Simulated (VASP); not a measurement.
# GaAs (I-4m2) in VASP: a series of runs

GaAs is run at these levels: LDA; tasks: single point.

Everything below comes from runs of VASP 6.6.1. Logs are shortened: lines on timing, memory, paths and dates and some standing lists are left out, and cuts for length are marked.

**1. The cell of the first run**

The structure is tetragonal, space group I-4m2 (No. 119). The conventional cell has a = 3.982 Å, b = 3.982 Å, c = 5.586 Å, α = 90.00°, β = 90.00°, γ = 90.00°. Within 3.2 Å of Ga (site symmetry -4m2) lie 4 As at 2.43 Å. Within 3.2 Å of As (site symmetry -4m2) lie 4 Ga at 2.43 Å.

**2. Single point, LDA (in-plane strain +0.005)**

File INCAR:

```
PREC = Accurate ; ENCUT = 520
EDIFF = 1E-6 ; ISMEAR = 0
SIGMA = 0.01 ; LREAL = F
LASPH = T ; NELM = 80
ALGO = Normal ; ISIF = 2
LWAVE = F ; LCHARG = T
LELF = T ; LVHAR = T
NBANDS = 16
```

File KPOINTS:

```
Automatic mesh
0
Gamma
  8 8 8
```

File POSCAR:

```
GaAs
1.0
    2.8154542466      2.8154542466      0.0000000000
   -2.8154542466      2.8154542466      0.0000000000
    0.0000000000      2.8154542466      2.7930426705
Ga As
1 1
Direct
    0.0000000000      0.0000000000      0.0000000000
    0.7500000000      0.2500000000      0.5000000000
```

Potentials or basis: VASP PAW LDA potentials, release 64 (Ga_d, As).

Command:

```bash
> cat potpaw_LDA.64/Ga_d/POTCAR potpaw_LDA.64/As/POTCAR > POTCAR
> mpirun -np 1 vasp_std > vasp.out
```

OUTCAR:

```text
PREC = Accurate
   ENCUT = 520
   EDIFF = 1E-6
   ISMEAR = 0
   LREAL = F
   LASPH = T
   NELM = 80
   ISIF = 2

 ion  position               nearest neighbor table
   1  0.000  0.000  0.000-   2 2.43   2 2.43   2 2.43   2 2.43
   2  0.750  0.250  0.500-   1 2.43   1 2.43   1 2.43   1 2.43

  LATTYP: Found a body centered tetragonal cell.
 ALAT       =     3.9816535798
 C/A-ratio  =     1.4029561410

  Lattice vectors:

 A1 = (   2.8154542466,   0.0000000000,  -2.7930426705)
 A2 = (  -2.8154542466,   0.0000000000,  -2.7930426705)
 A3 = (   0.0000000000,   2.8154542466,   2.7930426705)

Analysis of symmetry for initial positions (statically):
=====================================================================
 Subroutine PRICEL returns:
 Original cell was already a primitive cell.

 Routine SETGRP: Setting up the symmetry group for a
 body centered tetragonal supercell.

 Subroutine GETGRP returns: Found  8 space group operations
 (whereof  8 operations were pure point group operations)
 out of a pool of 16 trial point group operations.

The static configuration has the point symmetry D_2d.

Analysis of symmetry for dynamics (positions and initial velocities):
=====================================================================
 Subroutine PRICEL returns:
 Original cell was already a primitive cell.

 Routine SETGRP: Setting up the symmetry group for a
 body centered tetragonal supercell.

 Subroutine GETGRP returns: Found  8 space group operations
 (whereof  8 operations were pure point group operations)
 out of a pool of 16 trial point group operations.

The dynamic configuration has the point symmetry D_2d.

 Subroutine INISYM returns: Found  8 space group operations
 (whereof  8 operations are pure point group operations),
 and found     1 'primitive' translations

----------------------------------------------------------------------------------------

                                     Primitive cell

  volume of cell :      44.2797

  direct lattice vectors                    reciprocal lattice vectors
     2.815454247  2.815454247  0.000000000     0.177591236  0.177591236 -0.179016241
    -2.815454247  2.815454247  0.000000000    -0.177591236  0.177591236 -0.179016241
     0.000000000  2.815454247  2.793042671     0.000000000  0.000000000  0.358032482

  length of vectors
     3.981653580  3.981653580  3.965837865     0.308421966  0.308421966  0.358032482

  position of ions in fractional coordinates (direct lattice)
     0.000000000  0.000000000  0.000000000
     0.750000000  0.250000000  0.500000000

  ion indices of the primitive-cell ions
   primitive index   ion index
                 1           1
                 2           2

----------------------------------------------------------------------------------------

 KPOINTS: Automatic mesh

Automatic generation of k-mesh.
 Grid dimensions read from file:
 generate k-points for:    8    8    8

 Generating k-lattice:

  Cartesian coordinates                     Fractional coordinates (reciprocal lattice)
     0.022198905  0.022198905 -0.022377030     0.125000000  0.000000000  0.000000000
    -0.022198905  0.022198905 -0.022377030     0.000000000  0.125000000  0.000000000
     0.000000000  0.000000000  0.044754060     0.000000000  0.000000000  0.125000000

  Length of vectors
     0.038552746  0.038552746  0.044754060

  Shift w.r.t. Gamma in fractional coordinates (k-lattice)
     0.000000000  0.000000000  0.000000000

 Subroutine IBZKPT returns following result:
 ===========================================

 Found     59 irreducible k-points:

 Following reciprocal coordinates:
            Coordinates               Weight
  0.000000  0.000000  0.000000      1.000000
  0.125000  0.000000  0.000000      8.000000
  0.250000  0.000000  0.000000      8.000000
  0.375000  0.000000 -0.000000      8.000000
  0.500000  0.000000  0.000000      4.000000
  0.125000  0.125000  0.000000      8.000000
[... 16 lines left out ...]
  0.250000  0.000000  0.125000      4.000000
  0.375000  0.000000  0.125000      8.000000
 [... further k-points ...]
   k-points           NKPTS =     59   k-points in BZ     NKDIM =     59   number of bands    NBANDS=     16
   number of dos      NEDOS =    301   number of ions     NIONS =      2
   total plane-waves  NPLWV =  27000
   dimension x,y,z NGX =    30 NGY =   30 NGZ =   30
   dimension x,y,z NGXF=    60 NGYF=   60 NGZF=   60
   ions per type =               1   1
   NGX,Y,Z   is equivalent  to a cutoff of  12.53, 12.53, 12.58 a.u.
   NGXF,Y,Z  is equivalent  to a cutoff of  25.05, 25.05, 25.15 a.u.
 SYSTEM =  unknown system
   PREC   = accura    normal or accurate (medium, high low for compatibility)
   ISTART =      0    job   : 0-new  1-cont  2-samecut
   ICHARG =      2    charge: 1-file 2-atom 10-const
   ISPIN  =      1    spin polarized calculation?
   LNONCOLLINEAR =      F non collinear calculations
   LSORBIT =      F    spin-orbit coupling
   LASPH  =      T    aspherical Exc in radial PAW
   ENCUT  =  520.0 eV  38.22 Ry    6.18 a.u.   7.40  7.40  7.37*2*pi/ulx,y,z
   NELM   =     80;   NELMIN=  2; NELMDL= -5     # of ELM steps
   EDIFF  = 0.1E-05   stopping-criterion for ELM
   LREAL  =      F    real-space projection
   EDIFFG = 0.1E-04   stopping-criterion for IOM
   NSW    =      0    number of steps for IOM
   IBRION =     -1    ionic relax: 0-MD 1-quasi-New 2-CG
   NFREE  =      0    steps in history (QN), initial steepest desc. (CG)
   ISIF   =      2    stress and relaxation
   ISYM   =      2    0-nonsym 1-usesym 2-fastsym
   POTIM  = 0.5000    time-step for ionic-motion
   TEBEG  =    0.0;   TEEND  =   0.0 temperature during run
   PSTRESS=    0.0 pullay stress
   NELECT =      18.0000    total number of electrons
   NUPDOWN=      -1.0000    fix difference up-down
   EMIN   =  10.00;   EMAX   =-10.00  energy-range for DOS
   EFERMI =   0.00;   METHOD = LEGACY
   ISMEAR =     0;   SIGMA  =   0.01  broadening in eV -4-tet -1-fermi 0-gaus
   EFERMI_NEDOS =   21; number of points for ismear=-14 and -15
   IALGO  =     38    algorithm
   IMIX   =      4    mixing-type and parameters
     AMIX     =   0.40;   BMIX     =  1.00
     AMIX_MAG =   1.60;   BMIX_MAG =  1.00
  volume/ion in A,a.u.               =      22.14       149.41
  Fermi-wavevector in a.u.,A,eV,Ry     =   1.212730  2.291728 20.010283  1.470714
  Thomas-Fermi vector in A             =   2.348205
   LORBIT       =      0    0 simple, 1 ext, 2 COOP (PROOUT), +10 PAW based schemes
   GGA     = CA    functional components
   LHFCALC =     F    Hartree Fock is set to
   AEXX    =    0.0000 exact exchange contribution
   IVDW    =     0    specifies the selected vdW correction
   LEPSILON=     F    determine dielectric tensor
   LRPA    =     F    only Hartree local field effects (RPA)
 non-spin polarized calculation
 Gauss-broadening in eV      SIGMA  =   0.01
  energy-cutoff  :      520.00
  volume of cell :       44.28
 maximum number of plane-waves:      1243
 NGX is ok and might be reduce to    30
   NGX = 15   NGY = 15   NGZ = 15

 number of electron      18.0000009 magnetization

 Free energy of the ion-electron system (eV)
  ---------------------------------------------------
  ext. energy  EPLUGINS =         0.00000000
  ---------------------------------------------------
  free energy    TOTEN  =        -9.63656761 eV

  energy without entropy =       -9.63656761  energy(sigma->0) =       -9.63656761

 E-fermi :   4.0735     XC(G=0): -10.0010

 val. band max:        4.0270388782   @ k =   0.0000   0.0000   0.0000
 cond. band min:       4.4789097496   @ k =   0.0000   0.0000   0.0000
 fundamental gap:      0.4518708714
 Fermi energy:         4.0735354901

 k-point     1 :       0.0000    0.0000    0.0000
  band No.  band energies     occupation
      1     -10.9728      2.00000
      2     -10.9728      2.00000
      3     -10.9710      2.00000
      4     -10.8897      2.00000
      5     -10.8887      2.00000
      6      -8.9140      2.00000
[... 8 lines left out ...]
     15      14.1378      0.00000
     16      14.2931      0.00000

 k-point     2 :       0.1250    0.0000    0.0000
  band No.  band energies     occupation
      1     -10.9864      2.00000
      2     -10.9691      2.00000
      3     -10.9678      2.00000
      4     -10.8899      2.00000
      5     -10.8888      2.00000
      6      -8.7265      2.00000
[... 8 lines left out ...]
     15      13.2323      0.00000
     16      13.3393      0.00000

 k-point     3 :       0.2500    0.0000    0.0000
  band No.  band energies     occupation
      1     -11.0173      2.00000
      2     -10.9609      2.00000
      3     -10.9598      2.00000
      4     -10.8896      2.00000
      5     -10.8882      2.00000
      6      -8.2017      2.00000
[... 8 lines left out ...]
     15      13.0148      0.00000
     16      13.0617      0.00000

 k-point     4 :       0.3750    0.0000   -0.0000
  band No.  band energies     occupation
      1     -11.0448      2.00000
      2     -10.9545      2.00000
      3     -10.9533      2.00000
      4     -10.8876      2.00000
      5     -10.8858      2.00000
      6      -7.4944      2.00000
[... 8 lines left out ...]
     15      14.2046      0.00000
     16      14.2365      0.00000
[... 324 lines left out ...]
 k-point    22 :       0.0000    0.0000    0.1250
  band No.  band energies     occupation
      1     -10.9934      2.00000
      2     -10.9655      2.00000
      3     -10.9655      2.00000
      4     -10.8930      2.00000
      5     -10.8867      2.00000
      6      -8.6618      2.00000
[... 8 lines left out ...]
     15      12.7952      0.00000
     16      14.3955      0.00000

 k-point    23 :       0.2500    0.0000    0.1250
  band No.  band energies     occupation
      1     -11.0065      2.00000
      2     -10.9648      2.00000
      3     -10.9597      2.00000
      4     -10.8910      2.00000
      5     -10.8883      2.00000
      6      -8.4277      2.00000
[... 8 lines left out ...]
     15      13.1431      0.00000
     16      13.6550      0.00000

 k-point    24 :       0.3750    0.0000    0.1250
  band No.  band energies     occupation
      1     -11.0337      2.00000
      2     -10.9561      2.00000
      3     -10.9528      2.00000
      4     -10.8908      2.00000
      5     -10.8875      2.00000
      6      -7.8297      2.00000
[... 8 lines left out ...]
     15      13.6533      0.00000
     16      15.0990      0.00000

 [... further k-points ...]
[... 5 lines left out ...]
  --------------------------------------------------------------------------------------
  -------------------------------------------------------------------------------------
  Total       -0.1053797     -0.1053797      0.0335923      0.0000000      0.0000000      0.0000000
  in kB       -3.8129677     -3.8129677      1.2154756      0.0000000      0.0000000      0.0000000
  external PRESSURE =      -2.1368199 kB  Pullay stress =       0.0000000 kB

 VOLUME and BASIS-vectors are now :
 -----------------------------------------------------------------------------
  energy-cutoff  :      520.00
  volume of cell :       44.28
      direct lattice vectors                 reciprocal lattice vectors
     2.815454247  2.815454247  0.000000000     0.177591236  0.177591236 -0.179016241
    -2.815454247  2.815454247  0.000000000    -0.177591236  0.177591236 -0.179016241
     0.000000000  2.815454247  2.793042671     0.000000000  0.000000000  0.358032482

 POSITION                                       TOTAL-FORCE (eV/Angst)
 -----------------------------------------------------------------------------------
      0.00000      0.00000      0.00000         0.000000     -0.000000      0.000000
      1.40773      4.22318      1.39652        -0.000000      0.000000      0.000000
 -----------------------------------------------------------------------------------
    total drift:                                0.000001     -0.000000     -0.000000

  FREE ENERGIE OF THE ION-ELECTRON SYSTEM (eV)
  ---------------------------------------------------
  free  energy   TOTEN  =        -9.6365676138 eV

  energy  without entropy=       -9.6365676138  energy(sigma->0) =       -9.63656761
```

It took 22 s on 1 thread of AMD EPYC 9R45 (Zen 5), shared host; peak memory 0.14 GiB.

Results:

```
Free energy            : -9.6366 eV
Pressure               : -0.2 GPa
Band gap on the k mesh : 0.45 eV, direct
```

Stress tensor (GPa, compression positive):
```
-0.38  0.00  0.00
 0.00 -0.38  0.00
 0.00  0.00  0.12
```

Caveat: the cell differs from its parent crystal (in-plane strain +0.005). A k mesh can miss the band edges.

**3. Single point, LDA (film at in-plane strain +0.005)**

File INCAR:

```
SYSTEM = GaAs
ALGO = Normal
EDIFF = 1E-7
ENCUT = 520
GGA = CA
ISIF = 2
ISMEAR = 0
LASPH = .TRUE.
LCHARG = .FALSE.
LREAL = .FALSE.
LWAVE = .FALSE.
NBANDS = 16
NELM = 80
PREC = Accurate
SIGMA = 0.01
```

File KPOINTS:

```
k-points
0
G
  8 8 8
  0 0 0
```

Changes to POSCAR since step 2:

```diff
@@ -4,3 +4,3 @@
    -2.8154542466      2.8154542466      0.0000000000
-    0.0000000000      2.8154542466      2.7930426705
+    0.0000000000      2.8154542466      2.7890891020
 Ga As
```

Potentials or basis: VASP PAW LDA potentials, release 64 (Ga_d, As).

Command:

```bash
> cat potpaw_LDA.64/Ga_d/POTCAR potpaw_LDA.64/As/POTCAR > POTCAR
> mpirun -np 1 vasp_std > vasp.out
```

Wall time 23 s (1 thread of Intel Xeon Platinum 8488C (Sapphire Rapids), shared host); peak memory 0.17 GiB.

Results (log left out):

| Item | Value |
| --- | --- |
| Free energy | -9.6365 eV |
| Pressure | -0.1 GPa |
| Band gap on the k mesh | 0.46 eV, direct |

Stress tensor (GPa, compression positive):
```
-0.31  0.00  0.00
 0.00 -0.31  0.00
 0.00  0.00  0.28
```

Levels at points of the mesh, in eV from the valence-band top:
```csv
k point,band 5,band 6,band 7,band 8,band 9,band 10,band 11,band 12,band 13,band 14
"(0.00, 0.00, 0.00)",-14.92,-12.96,-0.05,-0.05,0.00,0.46,3.62,3.65,3.65,7.38
"(0.50, 0.00, 0.00)",-14.92,-11.12,-6.85,-1.25,-1.18,0.89,4.52,4.59,7.55,10.33
"(0.50, 0.50, 0.00)",-14.91,-10.37,-7.03,-2.78,-2.78,1.29,1.53,10.14,10.20,10.92
"(0.00, 0.00, 0.50)",-14.91,-10.33,-6.97,-2.85,-2.85,1.23,1.44,10.18,10.18,11.00
```

Caveat: the cell differs from its parent crystal (film at in-plane strain +0.005).

**4. Single point, LDA (in-plane strain +0.01, then relaxed in part)**

File INCAR:

```
SYSTEM = GaAs
ALGO = Normal
EDIFF = 1E-6
ENCUT = 520
ISIF = 2
ISMEAR = 0
LASPH = .True.
LCHARG = .True.
LELF = .True.
LREAL = .False.
LVHAR = .True.
LWAVE = .False.
NBANDS = 16
NELM = 60
PREC = Accurate
SIGMA = 0.01
```

File KPOINTS:

```
k-points
0
Gamma
  8 8 8
  0 0 0
```

File POSCAR:

```
GaAs
1.0
    2.8294614816      2.8294614816      0.0000000000
   -2.8294614816      2.8294614816      0.0000000000
    0.0000000000      2.8294614816      2.7755557933
Ga As
1 1
Direct
    0.0000000000      0.0000000000      0.0000000000
    0.7500000000      0.2500000000      0.5000000000
```

Command:

```bash
> cat potpaw_LDA.64/Ga_d/POTCAR potpaw_LDA.64/As/POTCAR > POTCAR
> mpirun -np 1 vasp_std > vasp.out
```

Run time: 22 s. Hardware: 1 thread of Intel Xeon Platinum 8488C (Sapphire Rapids), shared host; peak memory 0.17 GiB.

Results (log left out):

* Free energy: -9.6345 eV
* Pressure: -0.5 GPa
* Band gap on the k mesh: 0.38 eV, direct

Stress tensor (GPa, compression positive):
```
-0.88  0.00  0.00
 0.00 -0.88  0.00
 0.00  0.00  0.30
```

Levels at points of the mesh, in eV from the valence-band top:
```
           k point  band 5  band 6  band 7  band 8  band 9  band 10  band 11  band 12  band 13  band 14
(0.00, 0.00, 0.00)  -14.95  -12.96   -0.11   -0.11    0.00     0.38     3.57     3.62     3.62     7.32
(0.50, 0.00, 0.00)  -14.95  -11.14   -6.85   -1.32   -1.17     0.83     4.45     4.59     7.51    10.25
(0.50, 0.50, 0.00)  -14.94  -10.40   -7.06   -2.78   -2.77     1.28     1.53    10.02    10.14    10.81
(0.00, 0.00, 0.50)  -14.94  -10.33   -6.94   -2.91   -2.91     1.16     1.35    10.10    10.10    10.96
```

Caveat: the cell differs from its parent crystal (in-plane strain +0.01, then relaxed in part).

**5. Single point, LDA (in-plane strain +0.01)**

File INCAR:

```
PREC = Accurate ; ENCUT = 520
EDIFF = 1E-7 ; ISMEAR = 0
SIGMA = 0.01 ; LREAL = F
LASPH = T ; NELM = 80
ALGO = Normal ; ISIF = 2
LWAVE = F ; LCHARG = F
GGA = CA ; NBANDS = 16
```

File KPOINTS:

```
regular mesh
0
Gamma
  8 8 8
```

Changes to POSCAR since step 4:

```diff
@@ -4,3 +4,3 @@
    -2.8294614816      2.8294614816      0.0000000000
-    0.0000000000      2.8294614816      2.7755557933
+    0.0000000000      2.8294614816      2.7846383294
 Ga As
```

Command:

```bash
> cat potpaw_LDA.64/Ga_d/POTCAR potpaw_LDA.64/As/POTCAR > POTCAR
> mpirun -np 1 vasp_std > vasp.out
```

Wall time 27 s (1 thread of Intel Xeon Platinum 8488C (Sapphire Rapids), shared host); peak memory 0.17 GiB.

Results (log left out):

| Property | Result |
| --- | --- |
| Free energy | -9.6346 eV |
| Pressure | -0.7 GPa |
| Band gap on the k mesh | 0.37 eV, direct |

Stress tensor (GPa, compression positive):
```
-1.05  0.00  0.00
 0.00 -1.05  0.00
 0.00  0.00 -0.06
```

Levels at points of the mesh, in eV from the valence-band top:
```
           k point  band 5  band 6  band 7  band 8  band 9  band 10  band 11  band 12  band 13  band 14
(0.00, 0.00, 0.00)  -14.93  -12.92   -0.09   -0.09    0.00     0.37     3.59     3.63     3.63     7.32
(0.50, 0.00, 0.00)  -14.93  -11.11   -6.82   -1.29   -1.16     0.84     4.47     4.59     7.52    10.24
(0.50, 0.50, 0.00)  -14.92  -10.38   -7.03   -2.76   -2.76     1.29     1.54    10.02    10.12    10.80
(0.00, 0.00, 0.50)  -14.92  -10.32   -6.93   -2.87   -2.87     1.19     1.38    10.09    10.09    10.92
```

Caveat: the cell differs from its parent crystal (in-plane strain +0.01). A k mesh can miss the band edges.

**6. Overview**

| cell | gap on the mesh (eV) | pressure (GPa) |
| --- | --- | --- |
| a = 3.982, b = 3.982, c = 3.966 Å, angles 59.9, 59.9, 90.0°, 2 atoms | 0.45 | -0.2 |
| a = 3.982, b = 3.982, c = 3.963 Å, angles 59.8, 59.8, 90.0°, 2 atoms | 0.46 | -0.1 |
| a = 4.001, b = 4.001, c = 3.964 Å, angles 59.7, 59.7, 90.0°, 2 atoms | 0.38 | -0.5 |
| a = 4.001, b = 4.001, c = 3.970 Å, angles 59.7, 59.7, 90.0°, 2 atoms | 0.37 | -0.7 |

Alike in all rows: task single point; level LDA; potentials or basis VASP PAW LDA potentials, release 64 (Ga_d, As); no spin polarisation; k mesh 8 × 8 × 8; cutoff (eV) 520; smearing gaussian 0.01 eV.

Absolute energies hang on the potentials; compare differences alone.
